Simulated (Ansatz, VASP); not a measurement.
Two plane-wave programs on Sn2TeO2

File INCAR:

```
ALGO = Normal
EDIFF = 1E-6
ENCUT = 520
GGA = PE
ISIF = 2
ISMEAR = 0
LASPH = True
LCHARG = False
LREAL = False
LWAVE = False
NBANDS = 57
NELM = 80
PREC = Accurate
SIGMA = 0.1
```

File KPOINTS:

```
k-points
0
Gamma
  2 2 4
```

POSCAR

```
Sn2TeO2
1.0
    7.5969625800      0.0000000000      0.0000000000
    0.0000000000      7.5969625800      0.0000000000
    0.0000000000      0.0000000000      3.8284894500
Sn Te O
4 2 4
Direct
    0.6714325000      0.1714325000      0.5000000000
    0.3285675000      0.8285675000      0.5000000000
    0.1714325000      0.3285675000      0.5000000000
    0.8285675000      0.6714325000      0.5000000000
    0.5000000000      0.5000000000      0.0000000000
    0.0000000000      0.0000000000      0.0000000000
    0.1204662200      0.6204662200      0.0000000000
    0.8795337800      0.3795337800      0.0000000000
    0.6204662200      0.8795337800      0.0000000000
    0.3795337800      0.1204662200      0.0000000000
```

Input for Ansatz:

```yaml
crystal:
  lattice:
    - [7.59696258, 0.0, 0.0]
    - [0.0, 7.59696258, 0.0]
    - [0.0, 0.0, 3.82848945]
  atoms:
    - { symbol: Sn, position: [0.6714325, 0.1714325, 0.5] }
    - { symbol: Sn, position: [0.3285675, 0.8285675, 0.5] }
    - { symbol: Sn, position: [0.1714325, 0.3285675, 0.5] }
    - { symbol: Sn, position: [0.8285675, 0.6714325, 0.5] }
    - { symbol: Te, position: [0.5, 0.5, 0.0] }
    - { symbol: Te, position: [0.0, 0.0, 0.0] }
    - { symbol: O, position: [0.12046622, 0.62046622, 0.0] }
    - { symbol: O, position: [0.87953378, 0.37953378, 0.0] }
    - { symbol: O, position: [0.62046622, 0.87953378, 0.0] }
    - { symbol: O, position: [0.37953378, 0.12046622, 0.0] }
basis:
  ecutwfc: 420
kpoints:
  mp_grid: { grid: [2, 2, 4] }
hamiltonian:
  xc: pbe
scf:
  occupations: { method: gaussian, width: 0.1 }
  lower_state_search: "off"
output:
  forces: true
  stress: true
  eigenvalues: true
```

Change from the starting cell: species swapped into the Er2InCu2 type (P4/mbm, No. 127).

Alike in both runs: task single point; functional PBE; k mesh 2 × 2 × 4; occupations gaussian, width 0.1 eV; no spin polarisation.

```csv
,VASP,Ansatz
version,VASP 6.6.1,Ansatz 0.2.0
potentials or method,"VASP PAW PBE potentials, release 64 (Sn_d, Te, O), cutoff 520 eV","scalar-relativistic, plane waves, PAW"
valence electrons in the cell,92,112
```

VASP gave:

```
gap on the k mesh at the Fermi level (eV)                     : none
pressure (GPa)                                                : -9.3
traceless stress, the component that is largest in VASP (GPa) : -1.03
rms of the force components (eV/Å)                            : 0.383
```

Q: Which values does Ansatz return?

A: gap on the k mesh at the Fermi level (eV): none; pressure (GPa): -9.3; traceless stress, the component that is largest in VASP (GPa): -1.04; rms of the force components (eV/Å): 0.383.

Atom by atom the forces differ by 0.000 eV/Å (rms over components). A gap of «none» marks a metal or a gap that the smearing closes. With one functional, cell and mesh, what is left measures potentials, basis and numerics. VASP's potentials hold 92 valence electrons a cell and Ansatz's 112, so a difference there can come from the potentials and not from the codes.

The k mesh is coarse, so the values compare programs but aren't converged. Spin-orbit coupling is off throughout.
